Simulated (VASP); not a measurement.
Set up this calculation in VASP 6.6.1, as the native input.

```
Task                   : single point
Functional             : PBEsol
Potentials or basis    : VASP PAW PBE potentials, release 64 (In_d)
Cutoff                 : 520 eV
k mesh                 : 12 × 12 × 12
Occupations            : fermi-dirac, width 0.1 eV
Spin                   : no spin polarisation
Dipole correction      : no
Further INCAR settings : ALGO = Normal; EDIFF = 1e-06; NBANDS = 12
```

The structure of In lies in POSCAR:

```
In
1.0
    3.0539083567      0.0000000000      0.0000000000
    0.0000000000      3.0539083567      0.0000000000
    0.0000000000      0.0000000000      3.0539083567
In
1
Direct
    0.0000000000      0.0000000000      0.0000000000
```

This cell differs from its parent crystal: volume scaled by 1.04.

These files were run (other wordings do the same):

INCAR

```
PREC     = Accurate       # precision mode
ENCUT    = 520            # plane-wave cutoff, eV
EDIFF    = 1E-6           # SCF threshold, eV
ISMEAR   = -1             # smearing method
SIGMA    = 0.1            # smearing width, eV
LREAL    = F              # projectors in reciprocal space
LASPH    = T              # aspherical terms in the spheres
NELM     = 60             # most SCF steps
ALGO     = Normal         # electronic algorithm
ISIF     = 2              # what is computed and relaxed
LWAVE    = F              # write WAVECAR
LCHARG   = F              # write CHGCAR
GGA      = PS             # functional
NBANDS   = 12             # bands
```

KPOINTS

```
regular mesh
0
Gamma
  12 12 12
```

Potentials or basis: VASP PAW PBE potentials, release 64 (In_d).

The run is started by

```console
$ cat potpaw_PBE.64/In_d/POTCAR > POTCAR
$ mpirun -np 1 vasp_std > vasp.out
```

Results of the run:

The pressure is -1.5 GPa.

Caveat: the PAW data sets were made with another functional, which shifts forces and pressure a little.

Wall time 11 s on 1 thread of Intel(R) Xeon(R) Platinum 8259CL CPU @ 2.50GHz (Skylake/Cascade Lake) (shared host), peak memory 0.15 GiB.
